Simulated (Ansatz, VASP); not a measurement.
# Two plane-wave programs on CeB3H12

```xyz
16
Lattice="14.8400 0.0000 0.0000 0.0000 15.5400 0.0000 0.0000 0.0000 10.9900" Properties=species:S:1:pos:R:3 pbc="T T T"
Ce    6.5591    7.7680    5.4952
B     9.1315    7.7794    5.4952
B    10.3373    7.7600    5.4952
B     8.6319    7.1914    6.4905
H     8.6319    7.1914    4.5000
H     8.6556    8.9352    5.4952
H     5.2630    9.9900    5.4952
H     4.6769   11.0440    5.4952
H     6.0220    9.8514    6.4905
H     6.0220    9.8514    4.5000
H     4.5000    9.0000    5.4952
H     5.2828    5.5345    5.4952
H     4.6630    4.5000    5.4952
H     5.0234    6.2612    6.4905
H     5.0234    6.2612    4.5000
H     6.5217    5.3688    5.4952
```

Alike in both runs: task single point; functional PBE; k mesh 1 × 1 × 1; occupations gaussian, width 0.01 eV; collinear spin.

|  | VASP | Ansatz |
| --- | --- | --- |
| version | VASP 6.6.1 | Ansatz 0.2.0 |
| potentials or method | VASP PAW PBE potentials, release 64 (Ce, B, H), cutoff 520 eV | scalar-relativistic, plane waves, PAW |
| valence electrons in the cell | 33 | 33 |

```csv
,VASP,Ansatz,Ansatz less VASP
rms of the force components (eV/Å),0.061,0.064,+0.0034
net moment per atom (μB),0.06,0.06,0.000
size of the moment on the site where the two differ most (μB),0.97,0.92,-0.048
```

Site moments also hang on the region over which each program counts them. Ansatz's warnings: stability check not made.

Spin-orbit coupling is off throughout. Noted on VASP's run: the magnetic or orbital state may not be the lowest.
